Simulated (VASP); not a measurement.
# Ta4Sb (I4/mmm) in VASP: single point with PBE

Aim: the single point of Ta4Sb with PBE.

Everything below comes from runs of VASP 6.6.1. Logs are shortened: lines on timing, memory, paths and dates and some standing lists are left out, and cuts for length are marked.

## (1) The cell of the first run

It takes space group I4/mmm (No. 139, tetragonal). Conventional cell: a = 6.795 Å, b = 6.795 Å, c = 5.153 Å, α = 90.00°, β = 90.00°, γ = 90.00°. Ta (site symmetry m2m) has 4 Ta at 2.72 to 2.78 Å and 3 Sb at 2.84 to 3.24 Å within 3.6 Å. Sb (site symmetry 4/mmm) has 12 Ta at 2.84 to 3.24 Å within 3.7 Å.

The cell was built from a structure type or drawn by symmetry, and may not be a known phase.

## (2) Single point, PBE

INCAR reads:

```
SYSTEM = Ta4Sb
PREC = Accurate
ENCUT = 520
EDIFF = 1E-6
ISMEAR = 0
SIGMA = 0.1
LREAL = .False.
LASPH = .True.
NELM = 80
ALGO = Fast
ISIF = 2
LWAVE = .False.
LCHARG = .False.
GGA = PE
NBANDS = 32
```

KPOINTS reads:

```
Automatic mesh
0
Gamma
  10 10 10
  0 0 0
```

POSCAR reads:

```
Ta4Sb
1.0
   -3.3972865632      3.3972865632      2.5762941253
    3.3972865632     -3.3972865632      2.5762941253
    3.3972865632      3.3972865632     -2.5762941253
Ta Sb
4 1
Direct
    0.2044456806      0.7955543194      0.0000000000
    0.7955543194      0.2044456806      0.0000000000
    0.7955543194      0.7955543194      0.5911086388
    0.2044456806      0.2044456806      0.4088913612
    0.5000000000      0.5000000000      0.0000000000
```

Potentials or basis: VASP PAW PBE potentials, release 64 (Ta_pv, Sb).

Started as:

```bash
$ cat potpaw_PBE.64/Ta_pv/POTCAR potpaw_PBE.64/Sb/POTCAR > POTCAR
$ mpirun -np 1 vasp_std > vasp.out
```

OUTCAR:

```text
SYSTEM = Ta4Sb
   PREC = Accurate
   ENCUT = 520
   EDIFF = 1E-6
   ISMEAR = 0
   LREAL = .False.
   LASPH = .True.
   NELM = 80
   ISIF = 2
   GGA = PE

 ion  position               nearest neighbor table
   1  0.204  0.796  0.000-   2 2.72   2 2.72   4 2.78   3 2.78   5 2.84   5 3.24   5 3.24
   2  0.796  0.204  0.000-   1 2.72   1 2.72   4 2.78   3 2.78   5 2.84   5 3.24   5 3.24
   3  0.796  0.796  0.591-   4 2.72   4 2.72   1 2.78   2 2.78   5 2.84   5 3.24   5 3.24
   4  0.204  0.204  0.409-   3 2.72   3 2.72   2 2.78   1 2.78   5 2.84   5 3.24   5 3.24
   5  0.500  0.500  0.000-   1 2.84   2 2.84   3 2.84   4 2.84   4 3.24   3 3.24   4 3.24   3 3.24
                             2 3.24   1 3.24   2 3.24   1 3.24

  LATTYP: Found a body centered tetragonal cell.
 ALAT       =     6.7945731264
 C/A-ratio  =     0.7583387734

  Lattice vectors:

 A1 = (  -3.3972865632,   3.3972865632,   2.5762941253)
 A2 = (   3.3972865632,  -3.3972865632,   2.5762941253)
 A3 = (   3.3972865632,   3.3972865632,  -2.5762941253)

Analysis of symmetry for initial positions (statically):
=====================================================================
 Subroutine PRICEL returns:
 Original cell was already a primitive cell.

 Routine SETGRP: Setting up the symmetry group for a
 body centered tetragonal supercell.

 Subroutine GETGRP returns: Found 16 space group operations
 (whereof 16 operations were pure point group operations)
 out of a pool of 16 trial point group operations.

The static configuration has the point symmetry D_4h.

Analysis of symmetry for dynamics (positions and initial velocities):
=====================================================================
 Subroutine PRICEL returns:
 Original cell was already a primitive cell.

 Routine SETGRP: Setting up the symmetry group for a
 body centered tetragonal supercell.

 Subroutine GETGRP returns: Found 16 space group operations
 (whereof 16 operations were pure point group operations)
 out of a pool of 16 trial point group operations.

The dynamic configuration has the point symmetry D_4h.

 Subroutine INISYM returns: Found 16 space group operations
 (whereof 16 operations are pure point group operations),
 and found     1 'primitive' translations

----------------------------------------------------------------------------------------

                                     Primitive cell

  volume of cell :     118.9378

  direct lattice vectors                    reciprocal lattice vectors
    -3.397286563  3.397286563  2.576294125     0.000000000  0.147176280  0.194077219
     3.397286563 -3.397286563  2.576294125     0.147176280  0.000000000  0.194077219
     3.397286563  3.397286563 -2.576294125     0.147176280  0.147176280  0.000000000

  length of vectors
     5.451642267  5.451642267  5.451642267     0.243570985  0.243570985  0.208138692

  position of ions in fractional coordinates (direct lattice)
     0.204445681  0.795554319  0.000000000
     0.795554319  0.204445681  0.000000000
     0.795554319  0.795554319  0.591108639
     0.204445681  0.204445681  0.408891361
     0.500000000  0.500000000  0.000000000

  ion indices of the primitive-cell ions
   primitive index   ion index
                 1           1
                 2           2
                 3           3
                 4           4
                 5           5

----------------------------------------------------------------------------------------

 KPOINTS: Automatic mesh

Automatic generation of k-mesh.
 Grid dimensions read from file:
 generate k-points for:   10   10   10

 Generating k-lattice:

  Cartesian coordinates                     Fractional coordinates (reciprocal lattice)
     0.000000000  0.014717628  0.019407722     0.100000000 -0.000000000  0.000000000
     0.014717628  0.000000000  0.019407722    -0.000000000  0.100000000  0.000000000
     0.014717628  0.014717628  0.000000000     0.000000000  0.000000000  0.100000000

  Length of vectors
     0.024357098  0.024357098  0.020813869

  Shift w.r.t. Gamma in fractional coordinates (k-lattice)
     0.000000000  0.000000000  0.000000000

 Subroutine IBZKPT returns following result:
 ===========================================

 Found    102 irreducible k-points:

 Following reciprocal coordinates:
            Coordinates               Weight
  0.000000  0.000000  0.000000      1.000000
  0.100000 -0.000000  0.000000      8.000000
  0.200000 -0.000000  0.000000      8.000000
  0.300000  0.000000  0.000000      8.000000
  0.400000  0.000000  0.000000      8.000000
  0.500000  0.000000  0.000000      4.000000
[... 16 lines left out ...]
  0.300000  0.300000  0.000000      8.000000
  0.400000  0.300000  0.000000     16.000000
 [... further k-points ...]
   k-points           NKPTS =    102   k-points in BZ     NKDIM =    102   number of bands    NBANDS=     32
   number of dos      NEDOS =    301   number of ions     NIONS =      5
   total plane-waves  NPLWV =  74088
   dimension x,y,z NGX =    42 NGY =   42 NGZ =   42
   dimension x,y,z NGXF=    84 NGYF=   84 NGZF=   84
   ions per type =               4   1
   NGX,Y,Z   is equivalent  to a cutoff of  12.81, 12.81, 12.81 a.u.
   NGXF,Y,Z  is equivalent  to a cutoff of  25.62, 25.62, 25.62 a.u.
 SYSTEM =  Ta4Sb
   PREC   = accura    normal or accurate (medium, high low for compatibility)
   ISTART =      0    job   : 0-new  1-cont  2-samecut
   ICHARG =      2    charge: 1-file 2-atom 10-const
   ISPIN  =      1    spin polarized calculation?
   LNONCOLLINEAR =      F non collinear calculations
   LSORBIT =      F    spin-orbit coupling
   LASPH  =      T    aspherical Exc in radial PAW
   ENCUT  =  520.0 eV  38.22 Ry    6.18 a.u.  10.14 10.14 10.14*2*pi/ulx,y,z
   NELM   =     80;   NELMIN=  2; NELMDL= -5     # of ELM steps
   EDIFF  = 0.1E-05   stopping-criterion for ELM
   LREAL  =      F    real-space projection
   EDIFFG = 0.1E-04   stopping-criterion for IOM
   NSW    =      0    number of steps for IOM
   IBRION =     -1    ionic relax: 0-MD 1-quasi-New 2-CG
   NFREE  =      0    steps in history (QN), initial steepest desc. (CG)
   ISIF   =      2    stress and relaxation
   ISYM   =      2    0-nonsym 1-usesym 2-fastsym
   POTIM  = 0.5000    time-step for ionic-motion
   TEBEG  =    0.0;   TEEND  =   0.0 temperature during run
   PSTRESS=    0.0 pullay stress
   NELECT =      49.0000    total number of electrons
   NUPDOWN=      -1.0000    fix difference up-down
   EMIN   =  10.00;   EMAX   =-10.00  energy-range for DOS
   EFERMI =   0.00;   METHOD = LEGACY
   ISMEAR =     0;   SIGMA  =   0.10  broadening in eV -4-tet -1-fermi 0-gaus
   EFERMI_NEDOS =   21; number of points for ismear=-14 and -15
   IALGO  =     68    algorithm
   IMIX   =      4    mixing-type and parameters
     AMIX     =   0.40;   BMIX     =  1.00
     AMIX_MAG =   1.60;   BMIX_MAG =  1.00
  volume/ion in A,a.u.               =      23.79       160.53
  Fermi-wavevector in a.u.,A,eV,Ry     =   1.218149  2.301967 20.189494  1.483886
  Thomas-Fermi vector in A             =   2.353445
   LORBIT       =      0    0 simple, 1 ext, 2 COOP (PROOUT), +10 PAW based schemes
   GGA     = PE    functional components
   LHFCALC =     F    Hartree Fock is set to
   AEXX    =    0.0000 exact exchange contribution
   IVDW    =     0    specifies the selected vdW correction
   LEPSILON=     F    determine dielectric tensor
   LRPA    =     F    only Hartree local field effects (RPA)
 non-spin polarized calculation
 RMM-DIIS sequential band-by-band and
 Gauss-broadening in eV      SIGMA  =   0.10
  energy-cutoff  :      520.00
  volume of cell :      118.94
 maximum number of plane-waves:      3230
 NGX is ok and might be reduce to    42
   NGX = 21   NGY = 21   NGZ = 21

 number of electron      49.0000001 magnetization

 Free energy of the ion-electron system (eV)
  ---------------------------------------------------
  ext. energy  EPLUGINS =         0.00000000
  ---------------------------------------------------
  free energy    TOTEN  =       -44.43778580 eV

  energy without entropy =      -44.39927645  energy(sigma->0) =      -44.41853112

 E-fermi :   4.8216     XC(G=0): -10.9022

 val. band max:        4.8214914563   @ k =   0.5000   0.2000   0.1000
 cond. band min:       4.8309441893   @ k =  -0.2000   0.2000   0.1000
 fundamental gap:      0.0094527330
 Fermi energy:         4.8215728739

 k-point     1 :       0.0000    0.0000    0.0000
  band No.  band energies     occupation
      1     -29.8226      2.00000
      2     -29.8226      2.00000
      3     -29.5773      2.00000
      4     -29.4901      2.00000
      5     -29.4901      2.00000
      6     -29.3626      2.00000
[... 24 lines left out ...]
     31       7.5367      0.00000
     32       7.5385      0.00000

 k-point     2 :       0.1000   -0.0000    0.0000
  band No.  band energies     occupation
      1     -29.8084      2.00000
      2     -29.8053      2.00000
      3     -29.5827      2.00000
      4     -29.4817      2.00000
      5     -29.4790      2.00000
      6     -29.3679      2.00000
[... 24 lines left out ...]
     31       7.3747      0.00000
     32       7.5008      0.00000

 k-point     3 :       0.2000   -0.0000    0.0000
  band No.  band energies     occupation
      1     -29.7706      2.00000
      2     -29.7552      2.00000
      3     -29.5944      2.00000
      4     -29.4581      2.00000
      5     -29.4495      2.00000
      6     -29.3807      2.00000
[... 24 lines left out ...]
     31       7.1379      0.00000
     32       7.9290      0.00000

 k-point     4 :       0.3000    0.0000    0.0000
  band No.  band energies     occupation
      1     -29.7246      2.00000
      2     -29.6793      2.00000
      3     -29.6027      2.00000
      4     -29.4267      2.00000
      5     -29.4138      2.00000
      6     -29.3856      2.00000
[... 24 lines left out ...]
     31       7.0157      0.00000
     32       7.8944      0.00000

 k-point     5 :       0.4000    0.0000    0.0000
  band No.  band energies     occupation
      1     -29.6940      2.00000
      2     -29.5999      2.00000
      3     -29.5922      2.00000
      4     -29.4256      2.00000
      5     -29.3990      2.00000
      6     -29.3329      2.00000
[... 584 lines left out ...]
     31       7.1132      0.00000
     32       7.7597      0.00000

 k-point    22 :      -0.2000    0.2000    0.0000
  band No.  band energies     occupation
      1     -29.8243      2.00000
      2     -29.8227      2.00000
      3     -29.5757      2.00000
      4     -29.4832      2.00000
      5     -29.4796      2.00000
      6     -29.3773      2.00000
[... 24 lines left out ...]
     31       7.3808      0.00000
     32       7.8942      0.00000

 k-point    23 :       0.3000    0.3000    0.0000
  band No.  band energies     occupation
      1     -29.7166      2.00000
      2     -29.5789      2.00000
      3     -29.5204      2.00000
      4     -29.4834      2.00000
      5     -29.4373      2.00000
      6     -29.3277      2.00000
[... 24 lines left out ...]
     31       7.5242      0.00000
     32       7.8272      0.00000

 k-point    24 :       0.4000    0.3000    0.0000
  band No.  band energies     occupation
      1     -29.7510      2.00000
      2     -29.6587      2.00000
      3     -29.5300      2.00000
      4     -29.4872      2.00000
      5     -29.4361      2.00000
      6     -29.3820      2.00000
[... 24 lines left out ...]
     31       7.3158      0.00000
     32       7.8529      0.00000

 [... further k-points ...]
[... 5 lines left out ...]
  --------------------------------------------------------------------------------------
  -------------------------------------------------------------------------------------
  Total        0.0274909      0.0274909      0.0773451      0.0000000      0.0000000     -0.0000000
  in kB        0.3703221      0.3703221      1.0418941      0.0000000      0.0000000     -0.0000000
  external PRESSURE =       0.5941794 kB  Pullay stress =       0.0000000 kB

 VOLUME and BASIS-vectors are now :
 -----------------------------------------------------------------------------
  energy-cutoff  :      520.00
  volume of cell :      118.94
      direct lattice vectors                 reciprocal lattice vectors
    -3.397286563  3.397286563  2.576294125     0.000000000  0.147176280  0.194077219
     3.397286563 -3.397286563  2.576294125     0.147176280  0.000000000  0.194077219
     3.397286563  3.397286563 -2.576294125     0.147176280  0.147176280  0.000000000

 POSITION                                       TOTAL-FORCE (eV/Angst)
 -----------------------------------------------------------------------------------
      2.00817     -2.00817      2.57629         0.011614     -0.011614     -0.000000
     -2.00817      2.00817      2.57629        -0.011614      0.011614     -0.000000
      2.00817      2.00817      2.57629         0.011614      0.011614     -0.000000
      1.38912      1.38912      0.00000        -0.011614     -0.011614      0.000000
      0.00000      0.00000      2.57629         0.000000      0.000000      0.000000
 -----------------------------------------------------------------------------------
    total drift:                               -0.000000     -0.000000      0.000000

  FREE ENERGIE OF THE ION-ELECTRON SYSTEM (eV)
  ---------------------------------------------------
  free  energy   TOTEN  =       -44.4377858021 eV

  energy  without entropy=      -44.3992764475  energy(sigma->0) =      -44.41853112
```

It took 5.6 min on 1 thread of AMD EPYC 7R13 (Zen 3), shared host; peak memory 0.45 GiB.

What came out:

```yaml
Free_energy: -44.4378 eV
Pressure: 0.1 GPa
Largest_force: 0.016 eV/Å
Band_gap_on_the_k_mesh: zero (an odd number of electrons rules out a gap without spin polarisation)
```

Forces in eV/Å, atoms in the order of the input:
```
Ta   0.012 -0.012  0.000
Ta  -0.012  0.012  0.000
Ta   0.012  0.012  0.000
Ta  -0.012 -0.012  0.000
Sb   0.000  0.000  0.000
```

Caveat: spin-orbit coupling is left out, which moves the levels of the heavy elements.
